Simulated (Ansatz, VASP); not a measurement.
Ag: VASP beside Ansatz

The input INCAR:

```
SYSTEM = Ag
PREC = Accurate ; ENCUT = 520
EDIFF = 1E-6 ; ISMEAR = -1
SIGMA = 0.1 ; LREAL = .False.
LASPH = .True. ; NELM = 100
ALGO = Normal ; ISIF = 2
LWAVE = .False. ; LCHARG = .True.
LELF = .True. ; LVHAR = .True.
NBANDS = 30
```

Contents of KPOINTS:

```
regular mesh
0
Gamma
  14 14 4
  0 0 0
```

File POSCAR:

```
Ag
1.0
    2.8168949102      0.0000000000      0.0000000000
   -1.4084474551      2.4395025520      0.0000000000
    0.0000000000      0.0000000000      9.3175807834
Ag
4
Direct
    0.3333333333      0.6666666667      0.2500000000
    0.6666666667      0.3333333333      0.7500000000
    1.0000000000      0.0000000000      0.0000000000
    1.0000000000      0.0000000000      0.5000000000
```

Input for Ansatz:

```yaml
crystal:
  lattice:
    - [2.8168949102, 0.0, 0.0]
    - [-1.4084474551, 2.439502552, 0.0]
    - [0.0, 0.0, 9.3175807834]
  atoms:
    - { symbol: Ag, position: [0.3333333333, 0.6666666667, 0.25] }
    - { symbol: Ag, position: [0.6666666667, 0.3333333333, 0.75] }
    - { symbol: Ag, position: [1.0, 0.0, 0.0] }
    - { symbol: Ag, position: [1.0, 0.0, 0.5] }
hamiltonian:
  xc: lda
  pseudopotentials:
    kind: paw
    azcp:
      Ag: "pseudopotentials/Ag.paw.azcp"
basis:
  ecutwfc: 420
  fft_grid_basis: typed
kpoints:
  mp_grid: { grid: [14, 14, 4], shift: [0, 0, 0] }
magnetization:
  spin_polarized: false
scf:
  occupations: { method: fermi_dirac, width: 0.1 }
  lower_state_search: "off"
output:
  stress: true
```

Alike in both runs: task single point; functional LDA; k mesh 14 × 14 × 4; occupations fermi-dirac, width 0.1 eV; no spin polarisation.

|  | VASP | Ansatz |
| --- | --- | --- |
| version | VASP 6.6.1 | Ansatz 0.2.0 |
| potentials or method | VASP PAW LDA potentials, release 64 (Ag), cutoff 520 eV | plane waves (420 eV) with PAW, scalar-relativistic |
| valence electrons in the cell | 44 | 76 |

```tsv
	VASP	Ansatz	Ansatz less VASP
pressure (GPa)	0.4	0.2	-0.14
traceless stress, the component that is largest in VASP (GPa)	-1.17	-1.16	+0.014
```

Ansatz warns that its potentials were made for another functional, while VASP's fit it. LDA's correlation is that of Perdew and Zunger in VASP and of Perdew and Wang (1992) in Ansatz. VASP's potentials hold 44 valence electrons a cell and Ansatz's 76, so a difference there can come from the potentials and not from the codes.
